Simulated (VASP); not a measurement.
# ScAl3 (Pm-3m) in VASP: a series of runs, part 2 of 2

VASP 6.6.1.

## 4. Single point, RPBE

This run uses another cell than the first one, of 17.08 Å³/atom.

INCAR

```
PREC     = Accurate       # precision mode
ENCUT    = 520            # plane-wave cutoff, eV
EDIFF    = 1E-6           # SCF threshold, eV
ISMEAR   = -1             # smearing method
SIGMA    = 0.05           # smearing width, eV
LREAL    = False          # projectors in reciprocal space
LASPH    = True           # aspherical terms in the spheres
NELM     = 60             # most SCF steps
ALGO     = Fast           # electronic algorithm
ISIF     = 2              # what is computed and relaxed
LWAVE    = False          # write WAVECAR
LCHARG   = False          # write CHGCAR
GGA      = RP             # functional
NBANDS   = 18             # bands
```

KPOINTS

```
Automatic mesh
0
Gamma
  7 7 7
```

POSCAR

```
ScAl3
1.0
    4.0878065700      0.0000000000      0.0000000000
    0.0000000000      4.0878065700      0.0000000000
    0.0000000000      0.0000000000      4.0878065700
Sc Al
1 3
Direct
    0.0000000000      0.0000000000      0.0000000000
    0.5000000000      0.5000000000      0.0000000000
    0.0000000000      0.5000000000      0.5000000000
    0.5000000000      0.0000000000      0.5000000000
```

Potentials or basis: VASP PAW PBE potentials, release 64 (Sc_sv, Al).

Started as:

```bash
cat potpaw_PBE.64/Sc_sv/POTCAR potpaw_PBE.64/Al/POTCAR > POTCAR
mpirun -np 1 vasp_std > vasp.out
```

OUTCAR:

```text
PREC = Accurate
   ENCUT = 520
   EDIFF = 1E-6
   ISMEAR = -1
   LREAL = False
   LASPH = True
   NELM = 60
   ISIF = 2
   GGA = RP

 ion  position               nearest neighbor table
   1  0.000  0.000  0.000-   2 2.89   3 2.89   4 2.89   3 2.89   4 2.89   2 2.89   3 2.89   3 2.89
                             2 2.89   4 2.89   4 2.89   2 2.89
   2  0.500  0.500  0.000-   1 2.89   3 2.89   4 2.89   3 2.89   4 2.89   1 2.89   4 2.89   4 2.89
                             1 2.89   3 2.89   3 2.89   1 2.89
   3  0.000  0.500  0.500-   1 2.89   2 2.89   4 2.89   1 2.89   2 2.89   1 2.89   4 2.89   1 2.89
                             2 2.89   4 2.89   2 2.89   4 2.89
   4  0.500  0.000  0.500-   1 2.89   2 2.89   3 2.89   1 2.89   2 2.89   2 2.89   3 2.89   2 2.89
                             1 2.89   3 2.89   1 2.89   3 2.89

  LATTYP: Found a simple cubic cell.
 ALAT       =     4.0878065700

  Lattice vectors:

 A1 = (   4.0878065700,   0.0000000000,   0.0000000000)
 A2 = (   0.0000000000,   4.0878065700,   0.0000000000)
 A3 = (   0.0000000000,   0.0000000000,   4.0878065700)

Analysis of symmetry for initial positions (statically):
=====================================================================
 Subroutine PRICEL returns:
 Original cell was already a primitive cell.

 Routine SETGRP: Setting up the symmetry group for a
 simple cubic supercell.

 Subroutine GETGRP returns: Found 48 space group operations
 (whereof 48 operations were pure point group operations)
 out of a pool of 48 trial point group operations.

The static configuration has the point symmetry O_h .

Analysis of symmetry for dynamics (positions and initial velocities):
=====================================================================
 Subroutine PRICEL returns:
 Original cell was already a primitive cell.

 Routine SETGRP: Setting up the symmetry group for a
 simple cubic supercell.

 Subroutine GETGRP returns: Found 48 space group operations
 (whereof 48 operations were pure point group operations)
 out of a pool of 48 trial point group operations.

The dynamic configuration has the point symmetry O_h .

 Subroutine INISYM returns: Found 48 space group operations
 (whereof 48 operations are pure point group operations),
 and found     1 'primitive' translations

----------------------------------------------------------------------------------------

                                     Primitive cell

  volume of cell :      68.3079

  direct lattice vectors                    reciprocal lattice vectors
     4.087806570  0.000000000  0.000000000     0.244629970  0.000000000  0.000000000
     0.000000000  4.087806570  0.000000000     0.000000000  0.244629970  0.000000000
     0.000000000  0.000000000  4.087806570     0.000000000  0.000000000  0.244629970

  length of vectors
     4.087806570  4.087806570  4.087806570     0.244629970  0.244629970  0.244629970

  position of ions in fractional coordinates (direct lattice)
     0.000000000  0.000000000  0.000000000
     0.500000000  0.500000000  0.000000000
     0.000000000  0.500000000  0.500000000
     0.500000000  0.000000000  0.500000000

  ion indices of the primitive-cell ions
[... 28 lines left out ...]
 ===========================================

 Found     20 irreducible k-points:

 Following reciprocal coordinates:
            Coordinates               Weight
  0.000000  0.000000  0.000000      1.000000
  0.142857  0.000000  0.000000      6.000000
  0.285714  0.000000  0.000000      6.000000
  0.428571  0.000000  0.000000      6.000000
  0.142857  0.142857  0.000000     12.000000
  0.285714  0.142857  0.000000     24.000000
[... 12 lines left out ...]
  0.428571  0.428571  0.285714     24.000000
  0.428571  0.428571  0.428571      8.000000
   k-points           NKPTS =     20   k-points in BZ     NKDIM =     20   number of bands    NBANDS=     18
   number of dos      NEDOS =    301   number of ions     NIONS =      4
   total plane-waves  NPLWV =  27000
   dimension x,y,z NGX =    30 NGY =   30 NGZ =   30
   dimension x,y,z NGXF=    60 NGYF=   60 NGZF=   60
   ions per type =               1   3
   NGX,Y,Z   is equivalent  to a cutoff of  12.20, 12.20, 12.20 a.u.
   NGXF,Y,Z  is equivalent  to a cutoff of  24.40, 24.40, 24.40 a.u.
 SYSTEM =  unknown system
   PREC   = accura    normal or accurate (medium, high low for compatibility)
   ISTART =      0    job   : 0-new  1-cont  2-samecut
   ICHARG =      2    charge: 1-file 2-atom 10-const
   ISPIN  =      1    spin polarized calculation?
   LNONCOLLINEAR =      F non collinear calculations
   LSORBIT =      F    spin-orbit coupling
   LASPH  =      T    aspherical Exc in radial PAW
   ENCUT  =  520.0 eV  38.22 Ry    6.18 a.u.   7.60  7.60  7.60*2*pi/ulx,y,z
   NELM   =     60;   NELMIN=  2; NELMDL= -5     # of ELM steps
   EDIFF  = 0.1E-05   stopping-criterion for ELM
   LREAL  =      F    real-space projection
   EDIFFG = 0.1E-04   stopping-criterion for IOM
   NSW    =      0    number of steps for IOM
   IBRION =     -1    ionic relax: 0-MD 1-quasi-New 2-CG
   NFREE  =      0    steps in history (QN), initial steepest desc. (CG)
   ISIF   =      2    stress and relaxation
   ISYM   =      2    0-nonsym 1-usesym 2-fastsym
   POTIM  = 0.5000    time-step for ionic-motion
   TEBEG  =    0.0;   TEEND  =   0.0 temperature during run
   PSTRESS=    0.0 pullay stress
   NELECT =      20.0000    total number of electrons
   NUPDOWN=      -1.0000    fix difference up-down
   EMIN   =  10.00;   EMAX   =-10.00  energy-range for DOS
   EFERMI =   0.00;   METHOD = LEGACY
   ISMEAR =    -1;   SIGMA  =   0.05  broadening in eV -4-tet -1-fermi 0-gaus
   EFERMI_NEDOS =   21; number of points for ismear=-14 and -15
   IALGO  =     68    algorithm
   IMIX   =      4    mixing-type and parameters
     AMIX     =   0.40;   BMIX     =  1.00
     AMIX_MAG =   1.60;   BMIX_MAG =  1.00
  volume/ion in A,a.u.               =      17.08       115.24
  Fermi-wavevector in a.u.,A,eV,Ry     =   1.087079  2.054282 16.078563  1.181741
  Thomas-Fermi vector in A             =   2.223230
   LORBIT       =      0    0 simple, 1 ext, 2 COOP (PROOUT), +10 PAW based schemes
   GGA     = RP    functional components
   LHFCALC =     F    Hartree Fock is set to
   AEXX    =    0.0000 exact exchange contribution
   IVDW    =     0    specifies the selected vdW correction
   LEPSILON=     F    determine dielectric tensor
   LRPA    =     F    only Hartree local field effects (RPA)
 non-spin polarized calculation
 RMM-DIIS sequential band-by-band and
  energy-cutoff  :      520.00
  volume of cell :       68.31
 maximum number of plane-waves:      1850
   NGX = 15   NGY = 15   NGZ = 15

 number of electron      19.9999996 magnetization

 Free energy of the ion-electron system (eV)
  ---------------------------------------------------
  ext. energy  EPLUGINS =         0.00000000
  ---------------------------------------------------
  free energy    TOTEN  =       -18.18461806 eV

  energy without entropy =      -18.17194131  energy(sigma->0) =      -18.17827969

 E-fermi :   7.2839     XC(G=0): -10.3413

 val. band max:        7.2112831726   @ k =   0.4286   0.4286   0.1429
 cond. band min:       7.2985219928   @ k =   0.2857   0.0000   0.0000
 fundamental gap:      0.0872388202
 Fermi energy:         7.2838612216

 k-point     1 :       0.0000    0.0000    0.0000
  band No.  band energies     occupation
      1     -41.7398      2.00000
      2     -20.3753      2.00000
      3     -20.3753      2.00000
      4     -20.3753      2.00000
      5      -2.6583      2.00000
      6       4.7652      2.00000
[... 397 lines left out ...]
      5       1.6053      2.00000
      6       2.6022      2.00000
[... 10 lines left out ...]
     17      11.4722      0.00000
     18      16.7452      0.00000

------------------------ aborting loop because EDIFF is reached ----------------------------------------

  FORCE on cell =-STRESS in cart. coord.  units (eV):
  Direction    XX          YY          ZZ          XY          YZ          ZX
  --------------------------------------------------------------------------------------
  -------------------------------------------------------------------------------------
  Total        1.3308062      1.3308062      1.3308062      0.0000000      0.0000000     -0.0000000
  in kB       31.2143553     31.2143553     31.2143553      0.0000000      0.0000000     -0.0000000
  external PRESSURE =      31.2143553 kB  Pullay stress =       0.0000000 kB

 VOLUME and BASIS-vectors are now :
 -----------------------------------------------------------------------------
  energy-cutoff  :      520.00
  volume of cell :       68.31
      direct lattice vectors                 reciprocal lattice vectors
     4.087806570  0.000000000  0.000000000     0.244629970  0.000000000  0.000000000
     0.000000000  4.087806570  0.000000000     0.000000000  0.244629970  0.000000000
     0.000000000  0.000000000  4.087806570     0.000000000  0.000000000  0.244629970

 POSITION                                       TOTAL-FORCE (eV/Angst)
 -----------------------------------------------------------------------------------
      0.00000      0.00000      0.00000         0.000000      0.000000      0.000000
      2.04390      2.04390      0.00000         0.000000      0.000000      0.000000
      0.00000      2.04390      2.04390         0.000000      0.000000      0.000000
      2.04390      0.00000      2.04390         0.000000      0.000000      0.000000
 -----------------------------------------------------------------------------------
    total drift:                                0.000000     -0.000000      0.000000

  FREE ENERGIE OF THE ION-ELECTRON SYSTEM (eV)
  ---------------------------------------------------
  free  energy   TOTEN  =       -18.1846180601 eV

  energy  without entropy=      -18.1719413139  energy(sigma->0) =      -18.17827969
```

Run time: 35 s. Hardware: 1 thread of Intel Xeon 8259CL, shared host; peak memory 0.17 GiB.

What came out:

| Property | Result |
| --- | --- |
| Free energy | -18.1846 eV |
| Pressure | 3.1 GPa |
| Band gap on the k mesh | zero (bands 10 and 11 overlap by 3.67 eV) |

Caveat: the cell stands under pressure; the PAW data sets were made with another functional, which shifts forces and pressure a little.

## 5. Single point, revPBE

This run uses another cell than the first one, of 17.08 Å³/atom.

INCAR

```
SYSTEM = ScAl3
  PREC = Accurate
  ENCUT = 520
  EDIFF = 1E-7
  ISMEAR = -1
  SIGMA = 0.05
  LREAL = .False.
  LASPH = .True.
  NELM = 100
  ALGO = Normal
  ISIF = 2
  LWAVE = .False.
  LCHARG = .False.
  GGA = RE
  NBANDS = 18
```

KPOINTS

```
Automatic mesh
0
Gamma
  7 7 7
  0 0 0
```

POSCAR is that of step 4.

Started as:

```bash
cat potpaw_PBE.64/Sc_sv/POTCAR potpaw_PBE.64/Al/POTCAR > POTCAR
mpirun -np 1 vasp_std > vasp.out
```

Run time: 31 s. Hardware: 1 thread of Intel Xeon 8259CL, shared host; peak memory 0.18 GiB.

The run converged. Its results:

```
Free energy            : -18.4059 eV
Pressure               : 2.7 GPa
Band gap on the k mesh : zero (bands 10 and 11 overlap by 3.67 eV)
```

Levels at points of the mesh, in eV from the Fermi level:
```tsv
k point	band 8	band 9	band 10	band 11	band 12	band 13
(0.00, 0.00, 0.00)	-1.73	-1.73	-1.73	1.34	1.39	1.39
```

Caveat: the PAW data sets were made with another functional, which shifts forces and pressure a little.

## 6. Overview

```tsv
level	potentials or basis	cell	gap on the mesh (eV)	pressure (GPa)
LDA	VASP PAW LDA potentials, release 64 (Sc_sv, Al)	a = 4.032 Å, 4 atoms	none	0.1
PBEsol	VASP PAW PBE potentials, release 64 (Sc_sv, Al)	a = 4.071 Å, 4 atoms	none	0.1
RPBE	VASP PAW PBE potentials, release 64 (Sc_sv, Al)	a = 4.088 Å, 4 atoms	none	3.1
revPBE	VASP PAW PBE potentials, release 64 (Sc_sv, Al)	a = 4.088 Å, 4 atoms	none	2.7
```

Alike in all rows: task single point; no spin polarisation; k mesh 7 × 7 × 7; cutoff (eV) 520; smearing fermi-dirac 0.05 eV.

Caveats: the PAW data sets were made with another functional, which shifts forces and pressure a little (at least some runs); the cell stands under pressure (at least some runs).

Absolute energies hang on the potentials; compare differences alone.
